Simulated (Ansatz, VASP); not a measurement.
## One calculation of AlN, two programs

The input INCAR:

```
SYSTEM = AlN
  ALGO = Normal
  EDIFF = 1E-7
  ENCUT = 520
  GGA = PS
  ISIF = 2
  ISMEAR = 0
  LASPH = .TRUE.
  LCHARG = .TRUE.
  LELF = .TRUE.
  LREAL = .FALSE.
  LVHAR = .TRUE.
  LWAVE = .FALSE.
  NBANDS = 16
  NELM = 80
  PREC = Accurate
  SIGMA = 0.02
```

KPOINTS

```
k-points
0
G
  9 9 6
  0 0 0
```

Contents of POSCAR:

```
AlN
1.0
    3.2166936873      0.0000000000      0.0000000000
   -1.6083468436      2.7857384494      0.0000000000
    0.0000000000      0.0000000000      4.4437999800
Al N
2 2
Direct
    0.3333333300      0.6666666700      0.7500000000
    0.6666666700      0.3333333300      0.2500000000
    0.3333333300      0.6666666700      0.2500000000
    0.6666666700      0.3333333300      0.7500000000
```

Input for Ansatz:

```yaml
crystal:
  lattice:
    - [3.2166936873, 0.0, 0.0]
    - [-1.6083468436, 2.7857384494, 0.0]
    - [0.0, 0.0, 4.44379998]
  atoms:
    - { symbol: Al, position: [0.33333333, 0.66666667, 0.75] }
    - { symbol: Al, position: [0.66666667, 0.33333333, 0.25] }
    - { symbol: "N", position: [0.33333333, 0.66666667, 0.25] }
    - { symbol: "N", position: [0.66666667, 0.33333333, 0.75] }
basis:
  ecutwfc: 420
kpoints:
  mp_grid: { grid: [9, 9, 6] }
hamiltonian:
  xc: pbesol
scf:
  occupations: { method: gaussian, width: 0.02 }
output:
  forces: true
  stress: true
  eigenvalues: true
```

Alike in both runs: task single point; functional PBEsol; k mesh 9 × 9 × 6; occupations gaussian, width 0.02 eV; no spin polarisation.

|  | VASP | Ansatz |
| --- | --- | --- |
| version | VASP 6.6.1 | Ansatz 0.2.0 |
| potentials or method | VASP PAW PBE potentials, release 64 (Al, N), cutoff 520 eV | scalar-relativistic, plane waves, PAW |
| valence electrons in the cell | 16 | 16 |

```csv
,VASP,Ansatz,Ansatz less VASP
gap on the k mesh at the Fermi level (eV),2.99,2.98,-0.015
least direct gap on the mesh (eV),2.99,2.98,-0.015
pressure (GPa),1.4,1.4,-0.01
"traceless stress, the component that is largest in VASP (GPa)",-10.78,-10.69,+0.093
```

VASP's potentials were made for PBE, not for PBEsol. The functional is the same, so the differences come from potentials, cutoffs and numerics.
